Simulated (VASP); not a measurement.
Here is a VASP 6.6.1 calculation.

Contents of POSCAR:

```
MgO
1.0
    2.6233491278      0.0000000000      0.0000000000
    0.0000000000      2.6233491278      0.0000000000
    0.0000000000      0.0000000000      2.6233491278
Mg O
1 1
Direct
    0.0000000000      0.0000000000      0.0000000000
    0.5000000000      0.5000000000      0.5000000000
```

INCAR.step1

```
PREC     = Accurate       # precision mode
ENCUT    = 660            # plane-wave cutoff, eV
ISMEAR   = -1             # smearing method
SIGMA    = 0.2            # smearing width, eV
LREAL    = False          # projectors in reciprocal space
LASPH    = True           # aspherical terms in the spheres
NELM     = 120            # most SCF steps
NBANDS   = 11             # bands
GGA      = PE             # functional
ALGO     = Normal         # electronic algorithm
EDIFF    = 1E-5           # SCF threshold, eV
LWAVE    = True           # write WAVECAR
LCHARG   = False          # write CHGCAR
GGA_COMPAT= False
```

Contents of INCAR.step2:

```
PREC     = Accurate       # precision mode
ENCUT    = 660            # plane-wave cutoff, eV
EDIFF    = 1E-6           # SCF threshold, eV
ISMEAR   = -1             # smearing method
SIGMA    = 0.2            # smearing width, eV
LREAL    = False          # projectors in reciprocal space
LASPH    = True           # aspherical terms in the spheres
NELM     = 120            # most SCF steps
ALGO     = Normal         # electronic algorithm
ISIF     = 2              # what is computed and relaxed
LWAVE    = False          # write WAVECAR
LCHARG   = False          # write CHGCAR
METAGGA  = R2SCAN         # meta-GGA
LMIXTAU  = True         
NBANDS   = 11             # bands
ISTART   = 1            
GGA_COMPAT= False
```

The input KPOINTS:

```
Automatic mesh
0
Gamma
  6 6 6
```

Potentials or basis: VASP PAW PBE potentials, release 64 (Mg, O).

Launch:

```bash
$ cat potpaw_PBE.64/Mg/POTCAR potpaw_PBE.64/O/POTCAR > POTCAR
$ cp INCAR.step1 INCAR
$ mpirun -np 1 vasp_std > vasp.out
$ cp INCAR.step2 INCAR
$ mpirun -np 1 vasp_std > vasp.out
```

(1) Estimate the band gap on the k mesh.

(2) Estimate the pressure.

## Answers

(1) 3.45 eV, indirect (least direct gap 4.51 eV).

(2) -1.4 GPa.

Caveat: the PAW data sets were made with another functional, which shifts forces and pressure a little.
